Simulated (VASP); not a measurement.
# PbS (P4/nmm) in VASP: single point with PBE

Aim: the single point of PbS with PBE.

All numbers are computed with VASP 6.6.1; they aren't measurements. Logs are shortened: lines on timing, memory, paths and dates and some standing lists are left out, and cuts for length are marked.

## (1) The cell of the first run

The typed cell holds 4 atoms: a = 4.249 Å, b = 4.249 Å, c = 6.010 Å, α = 90.00°, β = 90.00°, γ = 90.00°.

## (2) Single point, PBE

The input, INCAR:

```
PREC = Accurate ; ENCUT = 520
EDIFF = 1E-7 ; ISMEAR = 0
SIGMA = 0.02 ; LREAL = False
LASPH = True ; NELM = 60
ALGO = Normal ; ISIF = 2
LWAVE = False ; LCHARG = False
GGA = PE ; NBANDS = 28
```

The input, KPOINTS:

```
regular mesh
0
Gamma
  8 8 6
```

The input, POSCAR:

```
PbS
1.0
    2.9986744562     -3.0043083202      0.1839021171
    2.9986744562      3.0043083202      0.1839021171
   -0.3678951768      0.0000000000      5.9988318053
Pb S
2 2
Direct
    0.7500000000      0.7500000000      0.7499451124
    0.2500000000      0.2500000000      0.2500548876
    0.2500000000      0.2500000000      0.7500128810
    0.7500000000      0.7500000000      0.2499871190
```

Potentials or basis: VASP PAW PBE potentials, release 64 (Pb_d, S).

Command:

```
> cat potpaw_PBE.64/Pb_d/POTCAR potpaw_PBE.64/S/POTCAR > POTCAR
> mpirun -np 1 vasp_std > vasp.out
```

OUTCAR:

```text
PREC = Accurate
   ENCUT = 520
   EDIFF = 1E-7
   ISMEAR = 0
   LREAL = False
   LASPH = True
   NELM = 60
   ISIF = 2
   GGA = PE

 ion  position               nearest neighbor table
   1  0.750  0.750  0.750-   3 3.00   3 3.00   3 3.00   3 3.00   4 3.00   4 3.01
   2  0.250  0.250  0.250-   4 3.00   4 3.00   4 3.00   4 3.00   3 3.00   3 3.01
   3  0.250  0.250  0.750-   1 3.00   1 3.00   1 3.00   1 3.00   2 3.00   2 3.01
   4  0.750  0.750  0.250-   2 3.00   2 3.00   2 3.00   2 3.00   1 3.00   1 3.01

  LATTYP: Found a simple tetragonal cell.
 ALAT       =     4.2487335720
 C/A-ratio  =     1.4145632381

  Lattice vectors:

 A1 = (   2.9986744562,  -3.0043083202,   0.1839021171)
 A2 = (   2.9986744562,   3.0043083202,   0.1839021171)
 A3 = (  -0.3678951768,   0.0000000000,   5.9988318053)

Analysis of symmetry for initial positions (statically):
=====================================================================
 Subroutine PRICEL returns:
 Original cell was already a primitive cell.

 Routine SETGRP: Setting up the symmetry group for a
 simple tetragonal supercell.

 Subroutine GETGRP returns: Found 16 space group operations
 (whereof  4 operations were pure point group operations)
 out of a pool of 16 trial point group operations.

The static configuration has the point symmetry C_2h.
 The point group associated with its full space group is D_4h.

Analysis of symmetry for dynamics (positions and initial velocities):
=====================================================================
 Subroutine PRICEL returns:
 Original cell was already a primitive cell.

 Routine SETGRP: Setting up the symmetry group for a
 simple tetragonal supercell.

 Subroutine GETGRP returns: Found 16 space group operations
 (whereof  4 operations were pure point group operations)
 out of a pool of 16 trial point group operations.

The dynamic configuration has the point symmetry C_2h.
 The point group associated with its full space group is D_4h.

 Subroutine INISYM returns: Found 16 space group operations
 (whereof  4 operations are pure point group operations),
 and found     1 'primitive' translations

----------------------------------------------------------------------------------------

                                     Primitive cell

  volume of cell :     108.4928

  direct lattice vectors                    reciprocal lattice vectors
     2.998674456 -3.004308320  0.183902117     0.166115563 -0.166427659  0.010187503
     2.998674456  3.004308320  0.183902117     0.166115563  0.166427659  0.010187503
    -0.367895177  0.000000000  5.998831805    -0.010184984  0.000000000  0.166074500
[... 91 lines left out ...]
   NSW    =      0    number of steps for IOM
   IBRION =     -1    ionic relax: 0-MD 1-quasi-New 2-CG
   NFREE  =      0    steps in history (QN), initial steepest desc. (CG)
   ISIF   =      2    stress and relaxation
   ISYM   =      2    0-nonsym 1-usesym 2-fastsym
   POTIM  = 0.5000    time-step for ionic-motion
   TEBEG  =    0.0;   TEEND  =   0.0 temperature during run
   PSTRESS=    0.0 pullay stress
   NELECT =      40.0000    total number of electrons
   NUPDOWN=      -1.0000    fix difference up-down
   EMIN   =  10.00;   EMAX   =-10.00  energy-range for DOS
   EFERMI =   0.00;   METHOD = LEGACY
   ISMEAR =     0;   SIGMA  =   0.02  broadening in eV -4-tet -1-fermi 0-gaus
   EFERMI_NEDOS =   21; number of points for ismear=-14 and -15
   IALGO  =     38    algorithm
   IMIX   =      4    mixing-type and parameters
     AMIX     =   0.40;   BMIX     =  1.00
     AMIX_MAG =   1.60;   BMIX_MAG =  1.00
  volume/ion in A,a.u.               =      27.12       183.04
  Fermi-wavevector in a.u.,A,eV,Ry     =   1.173891  2.218333 18.749110  1.378021
  Thomas-Fermi vector in A             =   2.310297
   LORBIT       =      0    0 simple, 1 ext, 2 COOP (PROOUT), +10 PAW based schemes
   GGA     = PE    functional components
   LHFCALC =     F    Hartree Fock is set to
   AEXX    =    0.0000 exact exchange contribution
   IVDW    =     0    specifies the selected vdW correction
   LEPSILON=     F    determine dielectric tensor
   LRPA    =     F    only Hartree local field effects (RPA)
 non-spin polarized calculation
 Gauss-broadening in eV      SIGMA  =   0.02
  energy-cutoff  :      520.00
  volume of cell :      108.49
 maximum number of plane-waves:      2952
 NGX is ok and might be reduce to    32
   NGX = 15   NGY = 15   NGZ = 23

 number of electron      40.0000012 magnetization

 Free energy of the ion-electron system (eV)
  ---------------------------------------------------
  ext. energy  EPLUGINS =         0.00000000
  ---------------------------------------------------
  free energy    TOTEN  =       -17.53892944 eV

  energy without entropy =      -17.53892944  energy(sigma->0) =      -17.53892944

 E-fermi :   5.4066     XC(G=0):  -9.4998

 val. band max:        5.2800086478   @ k =   0.5000   0.0000   0.5000
 cond. band min:       5.7795939798   @ k =   0.5000   0.0000   0.5000
 fundamental gap:      0.4995853320
 Fermi energy:         5.4066310791

 k-point     1 :       0.0000    0.0000    0.0000
  band No.  band energies     occupation
      1     -11.5551      2.00000
      2     -11.4685      2.00000
      3     -11.4472      2.00000
      4     -11.4472      2.00000
      5     -11.4471      2.00000
      6     -11.4300      2.00000
[... 733 lines left out ...]
     27      12.4077      0.00000
     28      12.4077      0.00000

 [... further k-points ...]

------------------------ aborting loop because EDIFF is reached ----------------------------------------

  FORCE on cell =-STRESS in cart. coord.  units (eV):
  Direction    XX          YY          ZZ          XY          YZ          ZX
  --------------------------------------------------------------------------------------
  -------------------------------------------------------------------------------------
  Total       -0.0479293     -0.0479289     -0.0480334      0.0000000     -0.0000000      0.0000064
  in kB       -0.7078006     -0.7077948     -0.7093382      0.0000000     -0.0000000      0.0000947
  external PRESSURE =      -0.7083112 kB  Pullay stress =       0.0000000 kB

 VOLUME and BASIS-vectors are now :
 -----------------------------------------------------------------------------
  energy-cutoff  :      520.00
  volume of cell :      108.49
      direct lattice vectors                 reciprocal lattice vectors
     2.998674456 -3.004308320  0.183902117     0.166115563 -0.166427659  0.010187503
     2.998674456  3.004308320  0.183902117     0.166115563  0.166427659  0.010187503
    -0.367895177  0.000000000  5.998831805    -0.010184984  0.000000000  0.166074500

 POSITION                                       TOTAL-FORCE (eV/Angst)
 -----------------------------------------------------------------------------------
      4.22211      0.00000      4.77465        -0.000044      0.000000      0.000722
      1.40734      0.00000      1.59199         0.000044      0.000000     -0.000722
      1.22341      0.00000      4.59115         0.000019     -0.000000     -0.000311
      4.40604      0.00000      1.77548        -0.000019     -0.000000      0.000311
 -----------------------------------------------------------------------------------
    total drift:                                0.000000     -0.000000      0.000000

  FREE ENERGIE OF THE ION-ELECTRON SYSTEM (eV)
  ---------------------------------------------------
  free  energy   TOTEN  =       -17.5389294371 eV

  energy  without entropy=      -17.5389294371  energy(sigma->0) =      -17.53892944
```

stdout:

```text
POSCAR found type information on POSCAR PbS
 POSCAR found :  2 types and       4 ions
 scaLAPACK will be used
 LDA part: xc-table for (Slater+PW92), standard interpolation
 POSCAR, INCAR and KPOINTS ok, starting setup
 FFT: planning ... GRIDC
 FFT: planning ... GRID_SOFT
 FFT: planning ... GRID
 WAVECAR not read
 entering main loop
```

It took 57 s on 1 thread of Intel Xeon 6975P-C (Granite Rapids), shared host; peak memory 0.3 GiB.

What came out:

```
Free energy            : -17.5389 eV
Pressure               : -0.1 GPa
Band gap on the k mesh : 0.50 eV
```

Levels at points of the mesh, in eV from the valence-band top:
```
           k point  band 18  band 19  band 20  band 21  band 22  band 23
(0.00, 0.00, 0.00)    -1.94    -1.94    -1.94     4.07     5.13     5.14
(0.50, 0.00, 0.00)    -1.69    -0.72    -0.72     1.51     1.51     2.52
(0.50, 0.50, 0.00)    -3.15    -3.15    -3.15     4.07     4.07     5.48
(0.00, 0.00, 0.50)    -2.57    -1.57    -1.57     2.47     2.47     4.89
(0.50, 0.00, 0.50)    -1.58     0.00     0.00     0.50     0.50     2.08
(0.50, 0.50, 0.50)    -4.09    -0.91    -0.91     2.25     2.25     4.69
```

Caveat: spin-orbit coupling is left out, which moves the levels of the heavy elements. A k mesh can miss the band edges.
